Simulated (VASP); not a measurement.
**LiF: single point with LDA**

The system is LiF.

```
Li F
1.0
     0.00000    2.11470    2.06435
     2.11470    0.00000    2.06435
     2.11470    2.11470    0.00000
Li F
1 1
Direct
  0.00000 0.00000 0.00000
  0.50000 0.50000 0.50000
```

This cell differs from its parent crystal: strain +0.050 along x and y, +0.025 along z.

```yaml
Program: VASP 6.6.1
Task: single point
Functional: LDA
Potentials_or_basis: VASP PAW LDA potentials, release 64 (Li_sv, F)
Cutoff: 520 eV
k_mesh: 10 × 10 × 10
Occupations: gaussian, width 0.05 eV
Spin: no spin polarisation
Dipole_correction: no
Further_INCAR_settings: ALGO = Normal; EDIFF = 1e-06; NBANDS = 12
```

```yaml
Band_gap_on_the_k_mesh: 7.80 eV, direct
```

Levels at points of the mesh, in eV from the valence-band top:
| k point | band 2 | band 3 | band 4 | band 5 | band 6 | band 7 | band 8 | band 9 |
| --- | --- | --- | --- | --- | --- | --- | --- | --- |
| (0.00, 0.00, 0.00) | -19.28 | -0.06 | 0.00 | 0.00 | 7.80 | 21.76 | 21.76 | 22.25 |
| (0.50, 0.00, 0.00) | -18.91 | -2.25 | -0.23 | -0.19 | 9.75 | 14.98 | 17.27 | 17.67 |
| (0.50, 0.50, 0.00) | -18.69 | -2.63 | -0.92 | -0.92 | 13.59 | 15.24 | 15.76 | 18.18 |
| (0.50, 0.00, 0.50) | -18.72 | -2.64 | -0.93 | -0.79 | 13.19 | 15.55 | 15.69 | 18.34 |

Wall time 13 s on 1 thread of Intel(R) Xeon(R) Platinum 8488C (Sapphire Rapids) (shared host), peak memory 0.13 GiB.

Caveat: the cell differs from its parent crystal (strain +0.050 along x and y, +0.025 along z). A k mesh can miss the band edges.
